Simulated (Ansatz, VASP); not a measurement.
## Two plane-wave programs on ZnSe

```
Zn Se
1.0
     3.32515    0.00000    0.00000
     0.00000    3.32515    0.00000
     0.00000    0.00000    3.32515
Zn Se
1 1
Direct
  0.00000 0.00000 0.00000
  0.50000 0.50000 0.50000
```

Alike in both runs: task single point; functional PBEsol; k mesh 6 × 6 × 6; occupations fermi-dirac, width 0.02 eV; collinear spin.

|  | VASP | Ansatz |
| --- | --- | --- |
| version | VASP 6.6.1 | Ansatz 0.2.0 |
| potentials or method | VASP PAW PBE potentials, release 64 (Zn, Se) | plane waves |
| plane-wave cutoff (eV) | 520 | 420 |
| valence electrons in the cell | 18 | 28 |

```csv
,VASP,Ansatz,Ansatz less VASP
gap on the k mesh at the Fermi level (eV),none,none,-
pressure (GPa),-2.9,-3.1,-0.22
net moment per atom (μB),0.00,0.00,0.000
```

VASP's potentials were made for PBE, not for PBEsol. A gap of «none» marks a metal or a gap that the smearing closes. With one functional, cell and mesh, what is left measures potentials, basis and numerics. VASP's potentials hold 18 valence electrons a cell and Ansatz's 28, so a difference there can come from the potentials and not from the codes. Ansatz's warnings: moment headroom below auto, seeded moment not kept.
